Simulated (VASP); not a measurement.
A run of VASP 6.6.1 is set up as follows.

The input POSCAR:

```
Ti
1.0
    0.0000000000      2.0650000000      2.0650000000
    2.0650000000      0.0000000000      2.0650000000
    2.0650000000      2.0650000000      0.0000000000
Ti
1
Direct
    0.0000000000      0.0000000000      0.0000000000
```

The input INCAR.step1:

```
SYSTEM = Ti
PREC = Accurate
ENCUT = 550
ISMEAR = 1
SIGMA = 0.05
LREAL = .False.
LASPH = .True.
NELM = 120
GGA = PE
ALGO = Normal
EDIFF = 1E-5
LWAVE = .True.
LCHARG = .False.
GGA_COMPAT = .False.
IBRION = 2
ISIF = 3
EDIFFG = -0.005
NELMIN = 4
NSW = 100
```

Contents of INCAR.step2:

```
SYSTEM = Ti
PREC = Accurate
ENCUT = 550
EDIFF = 1E-7
ISMEAR = 1
SIGMA = 0.05
LREAL = .False.
LASPH = .True.
NELM = 120
ALGO = Normal
ISIF = 3
LWAVE = .False.
LCHARG = .False.
METAGGA = R2SCAN
LMIXTAU = .True.
IBRION = 2
NSW = 60
EDIFFG = -0.01
PSTRESS = 200.0
ISTART = 1
GGA_COMPAT = .False.
NELMIN = 4
```

The input KPOINTS:

```
Automatic mesh
0
Gamma
  7 7 7
  0 0 0
```

Potentials or basis: VASP PAW PBE potentials, release 64 (Ti_sv).

The run is started by

```bash
$ cat potpaw_PBE.64/Ti_sv/POTCAR > POTCAR
$ cp INCAR.step1 INCAR
$ mpirun -np 1 vasp_std > vasp.out
$ cp INCAR.step2 INCAR
$ mpirun -np 1 vasp_std > vasp.out
```

(1) Estimate the band gap on the k mesh.

(2) Estimate the relaxed volume.

Results:

(1) zero (bands 6 and 7 overlap by 1.35 eV).

(2) 15.17 Å³/atom.

Caveat: the k points lie up to 0.40 Å⁻¹ apart in the final cell, too coarse for converged energies and pressures of a metal; the cell is relaxed towards a set pressure, so the run minimises the enthalpy, not the energy; the PAW data sets were made with another functional, which shifts forces and pressure a little.
